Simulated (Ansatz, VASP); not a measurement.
**AlN in VASP and in Ansatz**

```
Al N
1.0
     3.26503    0.00000    0.00000
    -1.63252    2.82760    0.00000
     0.00000    0.00000    4.43620
Al N
2 2
Direct
  0.33333 0.66667 0.75000
  0.66667 0.33333 0.25000
  0.33333 0.66667 0.25000
  0.66667 0.33333 0.75000
```

Alike in both runs: task single point; functional PBEsol; k mesh 9 × 9 × 6; occupations gaussian, width 0.05 eV; no spin polarisation.

|  | VASP | Ansatz |
| --- | --- | --- |
| version | VASP 6.6.1 | Ansatz 0.2.0 |
| potentials or method | VASP PAW PBE potentials, release 64 (Al, N), cutoff 520 eV | scalar-relativistic, plane waves, PAW |
| valence electrons in the cell | 16 | 16 |

VASP gave:

- gap on the k mesh at the Fermi level (eV): 2.80
- least direct gap on the mesh (eV): 2.80
- pressure (GPa): -5.6
- traceless stress, the component that is largest in VASP (GPa): -6.59

Question: Estimate Ansatz's values.

Answer: gap on the k mesh at the Fermi level (eV): 2.78; least direct gap on the mesh (eV): 2.78; pressure (GPa): -5.5; traceless stress, the component that is largest in VASP (GPa): -6.51.

VASP's potentials were made for PBE, not for PBEsol, and Ansatz warns of the same on its side.
